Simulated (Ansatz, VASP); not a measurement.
# AlN: VASP beside Ansatz

```xyz
4
Lattice="3.1302 0.0000 0.0000 -1.5651 2.7109 0.0000 0.0000 0.0000 5.0179" Properties=species:S:1:pos:R:3 pbc="T T T"
Al    0.0000    1.8072   -0.0166
Al    1.5651    0.9036    2.4924
N     0.0000    1.8072    1.8983
N     1.5651    0.9036    4.4072
```

Alike in both runs: functional PBE; k mesh 12 × 12 × 6; occupations gaussian, width 0.02 eV; no spin polarisation.

Ansatz relaxed the structure, and its values are those at the end. VASP's run is a single point on that final structure, the one shown.

```csv
,VASP,Ansatz
version,VASP 6.6.1,Ansatz 0.2.0
potentials or method,"VASP PAW PBE potentials, release 64 (Al, N), cutoff 600 eV","scalar-relativistic, plane waves, PAW"
valence electrons in the cell,16,16
```

VASP gave:

| Item | Value |
| --- | --- |
| gap on the k mesh at the Fermi level (eV) | 4.04 |
| least direct gap on the mesh (eV) | 4.04 |
| pressure (GPa) | -0.4 |

Q: Which values does Ansatz return?

A: gap on the k mesh at the Fermi level (eV): 4.03; least direct gap on the mesh (eV): 4.03; pressure (GPa): 0.0.
